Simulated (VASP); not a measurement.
Input of a VASP 6.6.1 run:

File POSCAR:

```
AlN
1.0
    0.0307724523      2.0092635354      2.0092635354
    2.0092635354      0.0307724523      2.0092635354
    2.0092635354      2.0092635354      0.0307724523
Al N
1 1
Direct
    0.0000000000      0.0000000000      0.0000000000
    0.5000000000      0.5000000000      0.5000000000
```

The input INCAR.step1:

```
SYSTEM = AlN
  ALGO = Normal
  EDIFF = 1E-4
  ENCUT = 520
  GGA = PE
  ISMEAR = 0
  LASPH = .True.
  LCHARG = .False.
  LREAL = .False.
  LWAVE = .True.
  NBANDS = 11
  NELM = 80
  PREC = Accurate
  SIGMA = 0.01
```

File INCAR.step2:

```
SYSTEM = AlN
  ALGO = Normal
  EDIFF = 1E-6
  ENCUT = 520
  ISIF = 2
  ISMEAR = 0
  ISTART = 1
  LASPH = .True.
  LCHARG = .False.
  LMIXTAU = .True.
  LREAL = .False.
  LWAVE = .False.
  METAGGA = R2SCAN
  NBANDS = 11
  NELM = 80
  PREC = Accurate
  SIGMA = 0.01
```

KPOINTS

```
k-points
0
Gamma
  10 10 10
  0 0 0
```

Potentials or basis: VASP PAW PBE potentials, release 64 (Al, N).

Command:

```bash
$ cat potpaw_PBE.64/Al/POTCAR potpaw_PBE.64/N/POTCAR > POTCAR
$ cp INCAR.step1 INCAR
$ mpirun -np 1 vasp_std > vasp.out
$ cp INCAR.step2 INCAR
$ mpirun -np 1 vasp_std > vasp.out
```

**Question.** Predict the pressure.

**Answer.** 10.4 GPa.

**Question.** What does it give for the band gap on the k mesh?

**Answer.** 5.53 eV, indirect (least direct gap 7.00 eV).

Stress tensor (GPa, compression positive):
```
10.39 -5.62 -5.62
-5.62 10.39 -5.62
-5.62 -5.62 10.39
```

Caveat: the cell differs from its parent crystal (epitaxial 111 strain -2.0%); the PAW data sets were made with another functional, which shifts forces and pressure a little. A k mesh can miss the band edges.
